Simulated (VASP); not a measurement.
# CaF2 (Fm-3m) in VASP: G0W0 quasiparticle levels with PBE

Aim: the G0W0 quasiparticle levels of CaF2 with PBE.

Everything below comes from runs of VASP 6.6.1. Logs are shortened: lines on timing, memory, paths and dates and some standing lists are left out, and cuts for length are marked.

**1. The cell of the first run**

The structure is cubic, space group Fm-3m (No. 225). Conventional cell: a = 5.222 Å, b = 5.222 Å, c = 5.222 Å, α = 90.00°, β = 90.00°, γ = 90.00°. Ca (site symmetry m-3m) has 8 F at 2.26 Å within 3.0 Å. Within 3.0 Å of F (site symmetry -43m) lie 4 Ca at 2.26 Å and 6 F at 2.61 Å.

**2. G0W0 quasiparticle levels, PBE**

POSCAR reads:

```
CaF2
1.0
    0.0000000000      2.6108092549      2.6108092549
    2.6108092549      0.0000000000      2.6108092549
    2.6108092549      2.6108092549      0.0000000000
Ca F
1 2
Direct
    0.0000000000      0.0000000000      0.0000000000
    0.2500000000      0.2500000000      0.2500000000
    0.7500000000      0.7500000000      0.7500000000
```

INCAR.step1 reads:

```
SYSTEM = CaF2
PREC = Accurate ; ENCUT = 500
EDIFF = 1E-8 ; ISMEAR = 0
SIGMA = 0.01 ; LREAL = .False.
LASPH = .True. ; NELM = 80
ALGO = Normal ; LWAVE = .True.
LCHARG = .False. ; GGA = PE
```

INCAR.step2 reads:

```
SYSTEM = CaF2
PREC = Accurate ; ENCUT = 500
EDIFF = 1E-8 ; ISMEAR = 0
SIGMA = 0.01 ; LREAL = .False.
LASPH = .True. ; NELM = 1
ALGO = Exact ; LWAVE = .True.
LCHARG = .False. ; GGA = PE
NBANDS = 160 ; LOPTICS = .True.
ISTART = 1
```

INCAR.step3 reads:

```
SYSTEM = CaF2
PREC = Accurate ; ENCUT = 500
EDIFF = 1E-8 ; ISMEAR = 0
SIGMA = 0.01 ; LREAL = .False.
LASPH = .True. ; ALGO = EVGW0
LWAVE = .False. ; LCHARG = .False.
GGA = PE ; NELMGW = 1
NBANDS = 160 ; ENCUTGW = 150.0
NOMEGA = 48 ; PRECFOCK = Fast
ISTART = 1 ; NBANDSGW = 20
```

KPOINTS reads:

```
Automatic mesh
0
Gamma
  4 4 4
  0 0 0
```

Potentials or basis: VASP PAW PBE potentials, release 64 (Ca_sv_GW, F_GW).

On the command line:

```sh
$ cat potpaw_PBE.64/Ca_sv_GW/POTCAR potpaw_PBE.64/F_GW/POTCAR > POTCAR
$ cp INCAR.step1 INCAR
$ mpirun -np 1 vasp_std > vasp.out
$ cp INCAR.step2 INCAR
$ mpirun -np 1 vasp_std > vasp.out
$ cp INCAR.step3 INCAR
$ mpirun -np 1 vasp_std > vasp.out
```

OUTCAR:

```text
SYSTEM = CaF2
   PREC = Accurate
   ENCUT = 500
   EDIFF = 1E-8
   ISMEAR = 0
   LREAL = .False.
   LASPH = .True.
   GGA = PE
   NELMGW = 1
   ENCUTGW = 150.0
   PRECFOCK = Fast
   ISTART = 1

 ion  position               nearest neighbor table
   1  0.000  0.000  0.000-   2 2.26   3 2.26   3 2.26   3 2.26   3 2.26   2 2.26   2 2.26   2 2.26

   2  0.250  0.250  0.250-   1 2.26   1 2.26   1 2.26   1 2.26
   3  0.750  0.750  0.750-   1 2.26   1 2.26   1 2.26   1 2.26

  LATTYP: Found a face centered cubic cell.
 ALAT       =     5.2216185098

  Lattice vectors:

 A1 = (   0.0000000000,   2.6108092549,   2.6108092549)
 A2 = (   2.6108092549,   0.0000000000,   2.6108092549)
 A3 = (   2.6108092549,   2.6108092549,   0.0000000000)

Analysis of symmetry for initial positions (statically):
=====================================================================
 Subroutine PRICEL returns:
 Original cell was already a primitive cell.

 Routine SETGRP: Setting up the symmetry group for a
 face centered cubic supercell.

 Subroutine GETGRP returns: Found 48 space group operations
 (whereof 48 operations were pure point group operations)
 out of a pool of 48 trial point group operations.

The static configuration has the point symmetry O_h .

Analysis of symmetry for dynamics (positions and initial velocities):
=====================================================================
 Subroutine PRICEL returns:
 Original cell was already a primitive cell.

 Routine SETGRP: Setting up the symmetry group for a
 face centered cubic supercell.

 Subroutine GETGRP returns: Found 48 space group operations
 (whereof 48 operations were pure point group operations)
 out of a pool of 48 trial point group operations.

The dynamic configuration has the point symmetry O_h .

 Subroutine INISYM returns: Found 48 space group operations
 (whereof 48 operations are pure point group operations),
 and found     1 'primitive' translations

----------------------------------------------------------------------------------------

                                     Primitive cell

  volume of cell :      35.5922

  direct lattice vectors                    reciprocal lattice vectors
     0.000000000  2.610809255  2.610809255    -0.191511501  0.191511501  0.191511501
     2.610809255  0.000000000  2.610809255     0.191511501 -0.191511501  0.191511501
[... 42 lines left out ...]
 Following reciprocal coordinates:
            Coordinates               Weight
  0.000000  0.000000  0.000000      1.000000
  0.250000  0.000000  0.000000      8.000000
  0.500000  0.000000  0.000000      4.000000
  0.250000  0.250000  0.000000      6.000000
  0.500000  0.250000  0.000000     24.000000
 -0.250000  0.250000  0.000000     12.000000
  0.500000  0.500000  0.000000      3.000000
 -0.250000  0.500000  0.250000      6.000000
   k-points           NKPTS =      8   k-points in BZ     NKDIM =     64   number of bands    NBANDS=    160
   number of dos      NEDOS =    301   number of ions     NIONS =      3
   total plane-waves  NPLWV =  21952
   dimension x,y,z NGX =    28 NGY =   28 NGZ =   28
   dimension x,y,z NGXF=    56 NGYF=   56 NGZF=   56
   ions per type =               1   2
   NGX,Y,Z   is equivalent  to a cutoff of  12.61, 12.61, 12.61 a.u.
   NGXF,Y,Z  is equivalent  to a cutoff of  25.21, 25.21, 25.21 a.u.
 SYSTEM =  CaF2
   PREC   = accura    normal or accurate (medium, high low for compatibility)
   ISTART =      1    job   : 0-new  1-cont  2-samecut
   ICHARG =      0    charge: 1-file 2-atom 10-const
   ISPIN  =      1    spin polarized calculation?
   LNONCOLLINEAR =      F non collinear calculations
   LSORBIT =      F    spin-orbit coupling
   LASPH  =      T    aspherical Exc in radial PAW
   ENCUT  =  500.0 eV  36.75 Ry    6.06 a.u.   6.73  6.73  6.73*2*pi/ulx,y,z
   NELM   =     60;   NELMIN=  2; NELMDL=  0     # of ELM steps
   EDIFF  = 0.1E-07   stopping-criterion for ELM
   LREAL  =      F    real-space projection
   EDIFFG = 0.1E-06   stopping-criterion for IOM
   NSW    =      0    number of steps for IOM
   IBRION =     -1    ionic relax: 0-MD 1-quasi-New 2-CG
   NFREE  =      0    steps in history (QN), initial steepest desc. (CG)
   ISIF   =      0    stress and relaxation
   ISYM   =      3    0-nonsym 1-usesym 2-fastsym
   POTIM  = 0.5000    time-step for ionic-motion
   TEBEG  =    0.0;   TEEND  =   0.0 temperature during run
   PSTRESS=    0.0 pullay stress
   NELECT =      24.0000    total number of electrons
   NUPDOWN=      -1.0000    fix difference up-down
   EMIN   =  10.00;   EMAX   =-10.00  energy-range for DOS
   EFERMI =   0.00;   METHOD = LEGACY
   ISMEAR =     0;   SIGMA  =   0.01  broadening in eV -4-tet -1-fermi 0-gaus
   EFERMI_NEDOS =   21; number of points for ismear=-14 and -15
   IALGO  =     38    algorithm
   IMIX   =      4    mixing-type and parameters
     AMIX     =   0.40;   BMIX     =  1.00
     AMIX_MAG =   1.60;   BMIX_MAG =  1.00
  volume/ion in A,a.u.               =      11.86        80.06
  Fermi-wavevector in a.u.,A,eV,Ry     =   1.435578  2.712849 28.040029  2.060884
  Thomas-Fermi vector in A             =   2.554861
   LORBIT       =      0    0 simple, 1 ext, 2 COOP (PROOUT), +10 PAW based schemes
   GGA     = PE    functional components
   LHFCALC =     T    Hartree Fock is set to
   PRECFOCK=fast      Normal, Fast or Accurate (Low or Medium for compatibility)
   ENCUT4O =  -1.0   cutoff for four orbital integrals eV
   NKREDX  =     1    reduce k-point grid by
   NKREDY  =     1    reduce k-point grid by
   NKREDZ  =     1    reduce k-point grid by
   AEXX    =    1.0000 exact exchange contribution
   HFSCREEN=    0.0000 screening length (either q_TF or 0.3 A-1)
   HFSCREENC=   0.0000 screening length for correlation (either q_TF or 0.3 A-1)
   ENCUTFOCK=  -1.0 apply spherical cutoff to Coloumb kernel
   IVDW    =     0    specifies the selected vdW correction
   LEPSILON=     F    determine dielectric tensor
   LRPA    =     F    only Hartree local field effects (RPA)
   LRPAFORCE           =     F    calculate RPA forces
   ENCUTGW             = 150.0    cutoff for response function in eV
   ENCUTGWSOFT         = 120.0    soft cutoff for Coulomb kernel in GW response function in eV
   ENCUTLF             =  -1.0    cutoff for local field effects
   NELMGW              =     1    number of iterations in solving QP/BSE equation
   NELMHF              =     1    number of iterations in the inner HF iteration
   NKREDLFX            =     1    NKREDLFY  =   1   NKREDLFZ  =   1
 non-spin polarized calculation
 Gauss-broadening in eV      SIGMA  =   0.01
  energy-cutoff  :      500.00
  volume of cell :       35.59
 maximum number of plane-waves:       934
 NGX is ok and might be reduce to    28
  NGX = 16; NGY = 16; NGZ = 16
   NGX = 13   NGY = 13   NGZ = 13
 maximum number of plane-waves:       169

 QP shifts <psi_nk| G(iteration)W_0 |psi_nk>: iteration 1
 for sc-GW calculations column KS-energies equals QP-energies in previous step
 and V_xc(KS)=  KS-energies - (<T + V_ion + V_H > + <T+V_H+V_ion>^1  + <V_x>^1)

 k-point   1 :       0.0000    0.0000    0.0000
  band No.  KS-energies  QP-energies   sigma(KS)   V_xc(KS)     V^pw_x(r,r')   Z            occupation Imag(sigma)

      1     -33.3454     -35.6698     -24.0960     -20.6620     -34.4904       0.6769       2.0000       1.0358
      2     -18.2086     -21.9447     -27.7774     -22.6137     -36.7736       0.7235       2.0000       0.7721
      3     -17.2189     -21.0018     -28.8441     -23.6576     -37.7493       0.7294       2.0000       0.7256
      4     -14.2740     -17.6248     -24.0105     -20.0204     -28.0568       0.8398       2.0000       0.2700
      5     -14.2740     -17.6248     -24.0105     -20.0204     -28.0568       0.8398       2.0000       0.2700
      6     -14.2740     -17.6248     -24.0105     -20.0204     -28.0568       0.8398       2.0000       0.2700
[... 167 lines left out ...]
      6     -13.8404     -17.2507     -24.8982     -20.8424     -29.3521       0.8408       2.0000       0.3456
[... 12 lines left out ...]
     19      19.3129      21.2299     -10.4959     -12.7790      -6.2461       0.8397       0.0000      -0.1832
     20      19.3129      21.2299     -10.4959     -12.7790      -6.2461       0.8397       0.0000      -0.1832
```

OUTCAR.step1:

```text
SYSTEM = CaF2
   PREC = Accurate
   ENCUT = 500
   EDIFF = 1E-8
   ISMEAR = 0
   LREAL = .False.
   LASPH = .True.
   NELM = 80
[... 357 lines left out ...]
      0.00000      0.00000      0.00000        -0.000000     -0.000000     -0.000000
      1.30540      1.30540      1.30540        -0.000000     -0.000000     -0.000000
      3.91621      3.91621      3.91621         0.000000      0.000000      0.000000
 -----------------------------------------------------------------------------------
    total drift:                                0.000000      0.000000      0.000000

  FREE ENERGIE OF THE ION-ELECTRON SYSTEM (eV)
  ---------------------------------------------------
  free  energy   TOTEN  =       -22.0148889245 eV

  energy  without entropy=      -22.0148889245  energy(sigma->0) =      -22.01488892
```

Wall time 2.3 min (1 thread of Intel Xeon 6975P-C, shared host); peak memory 0.36 GiB.

Results:

| Quantity | Value |
| --- | --- |
| Band gap on the k mesh, mean-field level | 8.15 eV, indirect (least direct gap 8.43 eV) |
| Quasiparticle gap | 11.22 eV |
| Least direct quasiparticle gap | 11.56 eV |

Levels at points of the mesh, in eV from the valence-band top:
| k point | band 8 | band 9 | band 10 | band 11 | band 12 | band 13 | band 14 | band 15 | band 16 |
| --- | --- | --- | --- | --- | --- | --- | --- | --- | --- |
| (0.00, 0.00, 0.00) | -2.56 | -2.56 | -0.28 | -0.28 | -0.28 | 8.15 | 9.69 | 9.69 | 12.34 |
| (0.50, 0.00, 0.00) | -1.86 | -1.44 | -1.40 | -0.92 | -0.92 | 9.98 | 9.98 | 10.66 | 11.43 |
| (0.50, 0.50, 0.00) | -1.83 | -1.83 | -0.45 | -0.45 | 0.00 | 8.50 | 10.33 | 10.82 | 11.80 |

Caveat: the k points lie up to 0.52 Å⁻¹ apart; bands, screening cutoff and mesh are small and nothing is extrapolated, so the quasiparticle values aren't converged. A k mesh can miss the band edges.
